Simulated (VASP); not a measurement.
# MnS (F-43m) in VASP: relaxation of cell and atoms with revPBE+D3(BJ)

Aim: the relaxation of cell and atoms of MnS with revPBE+D3(BJ).

All numbers are computed with VASP 6.6.1; they aren't measurements. Logs are shortened: lines on timing, memory, paths and dates and some standing lists are left out, and cuts for length are marked.

**1. The cell of the first run**

It takes space group F-43m (No. 216, cubic). Conventional cell: a = 4.947 Å, b = 4.947 Å, c = 4.947 Å, α = 90.00°, β = 90.00°, γ = 90.00°. Mn (site symmetry -43m) has 4 S at 2.14 Å within 2.8 Å. Within 2.8 Å of S (site symmetry -43m) lie 4 Mn at 2.14 Å.

**2. Relaxation of cell and atoms, revPBE+D3(BJ), collinear spin, ferromagnetic start**

Contents of INCAR:

```
SYSTEM = MnS
PREC     = Accurate       ! precision mode
ENCUT    = 600            ! plane-wave cutoff, eV
EDIFF    = 1E-7           ! SCF threshold, eV
ISMEAR   = -1             ! smearing method
SIGMA    = 0.05           ! smearing width, eV
LREAL    = .FALSE.        ! projectors in reciprocal space
LASPH    = .TRUE.         ! aspherical terms in the spheres
NELM     = 150            ! most SCF steps
ALGO     = Normal         ! electronic algorithm
ISIF     = 3              ! what is computed and relaxed
LWAVE    = .FALSE.        ! write WAVECAR
LCHARG   = .FALSE.        ! write CHGCAR
ISPIN    = 2              ! spin polarisation
MAGMOM   = 4 0            ! initial moments
LORBIT   = 11             ! projections on sites
LMAXMIX  = 4              ! l up to which the mixer works
GGA      = RE             ! functional
IVDW     = 12             ! dispersion correction
IBRION   = 2              ! ionic algorithm
NSW      = 60             ! ionic steps
EDIFFG   = -0.01          ! ionic threshold
```

Contents of KPOINTS:

```
Automatic mesh
0
G
  9 9 9
  0 0 0
```

Contents of POSCAR:

```
MnS
1.0
    0.0000000000      2.4734634191      2.4734634191
    2.4734634191      0.0000000000      2.4734634191
    2.4734634191      2.4734634191      0.0000000000
Mn S
1 1
Direct
    0.0000000000      0.0000000000      0.0000000000
    0.7500000000      0.7500000000      0.7500000000
```

Potentials or basis: VASP PAW PBE potentials, release 64 (Mn_pv, S).

The run is started by

```console
> cat potpaw_PBE.64/Mn_pv/POTCAR potpaw_PBE.64/S/POTCAR > POTCAR
> mpirun -np 1 vasp_std > vasp.out
```

OUTCAR:

```text
SYSTEM = MnS
   PREC = Accurate
   ENCUT = 600
   EDIFF = 1E-7
   ISMEAR = -1
   LREAL = .FALSE.
   LASPH = .TRUE.
   NELM = 150
   ISIF = 3
   ISPIN = 2
   LORBIT = 11
   GGA = RE
   IVDW = 12
   IBRION = 2
   NSW = 60
   EDIFFG = -0.01
 IVDW          = 12

 ion  position               nearest neighbor table
   1  0.000  0.000  0.000-   2 2.14   2 2.14   2 2.14   2 2.14
   2  0.750  0.750  0.750-   1 2.14   1 2.14   1 2.14   1 2.14

  LATTYP: Found a face centered cubic cell.
 ALAT       =     4.9469268382

  Lattice vectors:

 A1 = (   0.0000000000,   2.4734634191,   2.4734634191)
 A2 = (   2.4734634191,   0.0000000000,   2.4734634191)
 A3 = (   2.4734634191,   2.4734634191,   0.0000000000)

Analysis of symmetry for initial positions (statically):
=====================================================================
 Subroutine PRICEL returns:
 Original cell was already a primitive cell.

 Routine SETGRP: Setting up the symmetry group for a
 face centered cubic supercell.

 Subroutine GETGRP returns: Found 24 space group operations
 (whereof 24 operations were pure point group operations)
 out of a pool of 48 trial point group operations.

The static configuration has the point symmetry T_d .

Analysis of symmetry for dynamics (positions and initial velocities):
=====================================================================
 Subroutine PRICEL returns:
 Original cell was already a primitive cell.

 Routine SETGRP: Setting up the symmetry group for a
 face centered cubic supercell.

 Subroutine GETGRP returns: Found 24 space group operations
 (whereof 24 operations were pure point group operations)
 out of a pool of 48 trial point group operations.

The dynamic configuration has the point symmetry T_d .

Analysis of structural, dynamic, and magnetic symmetry:
=====================================================================
 Subroutine PRICEL returns:
 Original cell was already a primitive cell.

 Routine SETGRP: Setting up the symmetry group for a
 face centered cubic supercell.

 Subroutine GETGRP returns: Found 24 space group operations
 (whereof 24 operations were pure point group operations)
 out of a pool of 48 trial point group operations.

The overall configuration has the point symmetry T_d .

 Subroutine INISYM returns: Found 24 space group operations
 (whereof 24 operations are pure point group operations),
 and found     1 'primitive' translations

----------------------------------------------------------------------------------------

                                     Primitive cell

  volume of cell :      30.2654

  direct lattice vectors                    reciprocal lattice vectors
     0.000000000  2.473463419  2.473463419    -0.202145702  0.202145702  0.202145702
     2.473463419  0.000000000  2.473463419     0.202145702 -0.202145702  0.202145702
     2.473463419  2.473463419  0.000000000     0.202145702  0.202145702 -0.202145702

  length of vectors
     3.498005513  3.498005513  3.498005513     0.350126627  0.350126627  0.350126627

  position of ions in fractional coordinates (direct lattice)
     0.000000000  0.000000000  0.000000000
     0.750000000  0.750000000  0.750000000

  ion indices of the primitive-cell ions
   primitive index   ion index
                 1           1
                 2           2

----------------------------------------------------------------------------------------

 KPOINTS: Automatic mesh

Automatic generation of k-mesh.
 Grid dimensions read from file:
 generate k-points for:    9    9    9

 Generating k-lattice:

  Cartesian coordinates                     Fractional coordinates (reciprocal lattice)
    -0.022460634  0.022460634  0.022460634     0.111111111  0.000000000  0.000000000
     0.022460634 -0.022460634  0.022460634     0.000000000  0.111111111  0.000000000
     0.022460634  0.022460634 -0.022460634     0.000000000  0.000000000  0.111111111

  Length of vectors
     0.038902959  0.038902959  0.038902959

  Shift w.r.t. Gamma in fractional coordinates (k-lattice)
     0.000000000  0.000000000  0.000000000

 Subroutine IBZKPT returns following result:
 ===========================================

 Found     35 irreducible k-points:

 Following reciprocal coordinates:
            Coordinates               Weight
  0.000000  0.000000  0.000000      1.000000
  0.111111  0.000000  0.000000      8.000000
  0.222222  0.000000  0.000000      8.000000
  0.333333  0.000000  0.000000      8.000000
  0.444444  0.000000  0.000000      8.000000
  0.111111  0.111111  0.000000      6.000000
[... 16 lines left out ...]
 -0.333333  0.333333  0.000000     12.000000
  0.444444  0.444444  0.000000      6.000000
 [... further k-points ...]
   k-points           NKPTS =     35   k-points in BZ     NKDIM =     35   number of bands    NBANDS=     15
   number of dos      NEDOS =    301   number of ions     NIONS =      2
   total plane-waves  NPLWV =  21952
   dimension x,y,z NGX =    28 NGY =   28 NGZ =   28
   dimension x,y,z NGXF=    56 NGYF=   56 NGZF=   56
   ions per type =               1   1
   NGX,Y,Z   is equivalent  to a cutoff of  13.31, 13.31, 13.31 a.u.
   NGXF,Y,Z  is equivalent  to a cutoff of  26.61, 26.61, 26.61 a.u.
 SYSTEM =  MnS
   PREC   = accura    normal or accurate (medium, high low for compatibility)
   ISTART =      0    job   : 0-new  1-cont  2-samecut
   ICHARG =      2    charge: 1-file 2-atom 10-const
   ISPIN  =      2    spin polarized calculation?
   LNONCOLLINEAR =      F non collinear calculations
   LSORBIT =      F    spin-orbit coupling
   LASPH  =      T    aspherical Exc in radial PAW
   ENCUT  =  600.0 eV  44.10 Ry    6.64 a.u.   6.99  6.99  6.99*2*pi/ulx,y,z
   NELM   =    150;   NELMIN=  2; NELMDL= -5     # of ELM steps
   EDIFF  = 0.1E-06   stopping-criterion for ELM
   LREAL  =      F    real-space projection
   EDIFFG = -.1E-01   stopping-criterion for IOM
   NSW    =     60    number of steps for IOM
   IBRION =      2    ionic relax: 0-MD 1-quasi-New 2-CG
   NFREE  =      1    steps in history (QN), initial steepest desc. (CG)
   ISIF   =      3    stress and relaxation
   ISYM   =      2    0-nonsym 1-usesym 2-fastsym
   POTIM  = 0.5000    time-step for ionic-motion
   TEBEG  =    0.0;   TEEND  =   0.0 temperature during run
   PSTRESS=    0.0 pullay stress
   NELECT =      19.0000    total number of electrons
   NUPDOWN=      -1.0000    fix difference up-down
   EMIN   =  10.00;   EMAX   =-10.00  energy-range for DOS
   EFERMI =   0.00;   METHOD = LEGACY
   ISMEAR =    -1;   SIGMA  =   0.05  broadening in eV -4-tet -1-fermi 0-gaus
   EFERMI_NEDOS =   21; number of points for ismear=-14 and -15
   IALGO  =     38    algorithm
   IMIX   =      4    mixing-type and parameters
     AMIX     =   0.40;   BMIX     =  1.00
     AMIX_MAG =   1.60;   BMIX_MAG =  1.00
  volume/ion in A,a.u.               =      15.13       102.12
  Fermi-wavevector in a.u.,A,eV,Ry     =   1.401771  2.648964 26.734947  1.964963
  Thomas-Fermi vector in A             =   2.524600
   LORBIT       =     11    0 simple, 1 ext, 2 COOP (PROOUT), +10 PAW based schemes
   GGA     = RE    functional components
   LHFCALC =     F    Hartree Fock is set to
   AEXX    =    0.0000 exact exchange contribution
   IVDW    =    12    specifies the selected vdW correction
   LEPSILON=     F    determine dielectric tensor
   LRPA    =     F    only Hartree local field effects (RPA)
 conjugate gradient relaxation of ions
 spin polarized calculation
  energy-cutoff  :      600.00
  volume of cell :       30.27
 maximum number of plane-waves:      1022
   NGX = 13   NGY = 13   NGZ = 13

--------------------------------------- Ionic step        1  -------------------------------------------

 number of electron      18.9999987 magnetization       0.2151267

 Free energy of the ion-electron system (eV)
  ---------------------------------------------------
  ext. energy  EPLUGINS =         0.00000000
  ---------------------------------------------------
  free energy    TOTEN  =       -12.92176451 eV

  energy without entropy =      -12.90200116  energy(sigma->0) =      -12.91188283

------------------------ aborting loop because EDIFF is reached ----------------------------------------

 Edisp (eV)   -1.88676

 E8    (eV) :    -1.2935

  FORCE on cell =-STRESS in cart. coord.  units (eV):
  Direction    XX          YY          ZZ          XY          YZ          ZX
  --------------------------------------------------------------------------------------
  -------------------------------------------------------------------------------------
  Total      -0.97838    -0.97838    -0.97838    -0.00000     0.00000     0.00000
  in kB     -51.79293   -51.79293   -51.79293    -0.00000     0.00000     0.00000
  external pressure =      -51.79 kB  Pullay stress =        0.00 kB
[... 61 lines left out ...]
  energy  without entropy=      -14.7903203737  energy(sigma->0) =      -14.79996640

--------------------------------------- Ionic step        3  -------------------------------------------

 number of electron      18.9999999 magnetization       0.1783649

 Free energy of the ion-electron system (eV)
  ---------------------------------------------------
  ext. energy  EPLUGINS =         0.00000000
  ---------------------------------------------------
  free energy    TOTEN  =       -12.86604812 eV

  energy without entropy =      -12.84660218  energy(sigma->0) =      -12.85632515

 E-fermi :   7.9412     XC(G=0): -11.3419

 val. band max:        7.9352230050   @ k =   0.4444   0.4444   0.0000
 cond. band min:       7.9479996180   @ k =  -0.3333   0.4444   0.2222
 fundamental gap:      0.0127766129
 Fermi energy:         7.9411802087

 spin component 1

 k-point     1 :       0.0000    0.0000    0.0000
  band No.  band energies     occupation
      1     -39.8875      1.00000
      2     -39.8875      1.00000
      3     -39.8875      1.00000
      4      -7.5750      1.00000
      5       3.0829      1.00000
      6       3.0829      1.00000
      7       3.0829      1.00000
      8       7.0182      1.00000
      9       7.0182      1.00000
     10      11.8236      0.00000
     11      11.8236      0.00000
     12      11.8236      0.00000
     13      12.0009      0.00000
     14      15.9761      0.00000
     15      15.9761      0.00000
[... 399 lines left out ...]
      1     -39.9169      1.00000
      2     -39.8985      1.00000
      3     -39.8985      1.00000
      4      -5.8178      1.00000
      5       1.0749      1.00000
      6       3.7674      1.00000
      7       3.7674      1.00000
      8       6.0676      1.00000
      9       7.7006      0.99194
     10       7.9015      0.68868
     11       8.2900      0.00093
     12       8.2900      0.00093
     13      13.5964      0.00000
     14      14.9481      0.00000
     15      21.1705      0.00000

 [... further k-points ...]

 spin component 2

 k-point     1 :       0.0000    0.0000    0.0000
  band No.  band energies     occupation
      1     -39.7191      1.00000
      2     -39.7191      1.00000
      3     -39.7191      1.00000
      4      -7.5674      1.00000
      5       3.1225      1.00000
      6       3.1225      1.00000
      7       3.1225      1.00000
      8       7.2313      1.00000
      9       7.2313      1.00000
     10      11.8811      0.00000
     11      11.8811      0.00000
     12      11.8811      0.00000
     13      12.0240      0.00000
     14      16.0201      0.00000
     15      16.0201      0.00000
[... 447 lines left out ...]
  FREE ENERGIE OF THE ION-ELECTRON SYSTEM (eV)
  ---------------------------------------------------
  free  energy   TOTEN  =       -14.8268439689 eV

  energy  without entropy=      -14.8073980282  energy(sigma->0) =      -14.81712100

 reached required accuracy - stopping structural energy minimisation

 total charge

# of ion       s       p       d       tot
------------------------------------------
    1        0.366   6.333   5.405  12.104
    2        1.326   2.450   0.000   3.776
--------------------------------------------------
tot          1.692   8.783   5.405  15.880

 magnetization (x)

# of ion       s       p       d       tot
------------------------------------------
    1        0.006   0.003   0.162   0.171
    2       -0.001  -0.003   0.000  -0.003
--------------------------------------------------
tot          0.006   0.001   0.162   0.168
```

Run time: 4 min. Hardware: 1 thread of Oxide Virtual Turin-like, shared host; peak memory 0.17 GiB.

What came out:

- Free energy: -14.8268 eV
- Relaxed volume: 14.59 Å³/atom
- Relaxed cell: a = 3.455 Å, b = 3.455 Å, c = 3.455 Å, α = 60.00°, β = 60.00°, γ = 60.00°
- Space group after relaxing (to 0.1 Å): F-43m (No. 216)
- Energy gained by relaxing: 9.2 meV/atom
- Ionic steps: 3
- Pressure after relaxing: 0.0 GPa
- Net moment: 0.18 μB per cell
- Site moments: Mn +0.17; S -0.00 μB
- Valence electrons inside the program's atomic spheres: Mn 12.10; S 3.78
- Dispersion energy per atom: -0.980 eV

Step by step:
| step | energy change (eV) | largest force (eV/Å) | pressure (GPa) | volume (Å³) |
| --- | --- | --- | --- | --- |
| 1 | 0.0000 | 0.0000 | -5.18 | 30.27 |
| 2 | -0.0011 | 0.0000 | 5.73 | 28.17 |
| 3 | -0.0183 | 0.0000 | -0.02 | 29.17 |

Final structure:
```
Mn S
1.0
     0.00000    2.44339    2.44339
     2.44339    0.00000    2.44339
     2.44339    2.44339    0.00000
Mn S
1 1
Direct
  0.00000 0.00000 0.00000
  0.75000 0.75000 0.75000
```

Levels at points of the mesh, in eV from the Fermi level:
Spin up:
| k point | band 6 | band 7 | band 8 | band 9 | band 10 | band 11 | band 12 | band 13 | band 14 | band 15 |
| --- | --- | --- | --- | --- | --- | --- | --- | --- | --- | --- |
| (0.00, 0.00, 0.00) | -4.86 | -4.86 | -0.92 | -0.92 | 3.88 | 3.88 | 3.88 | 4.06 | 8.03 | 8.03 |
Spin down:
```
           k point  band 7  band 8  band 9  band 10  band 11  band 12
(0.00, 0.00, 0.00)   -4.82   -0.71   -0.71     3.94     3.94     3.94
```

Caveat: the PAW data sets were made with another functional, which shifts forces and pressure a little; semilocal functionals often make such compounds metallic where correlation or magnetic order opens a gap, which also shifts bond lengths.
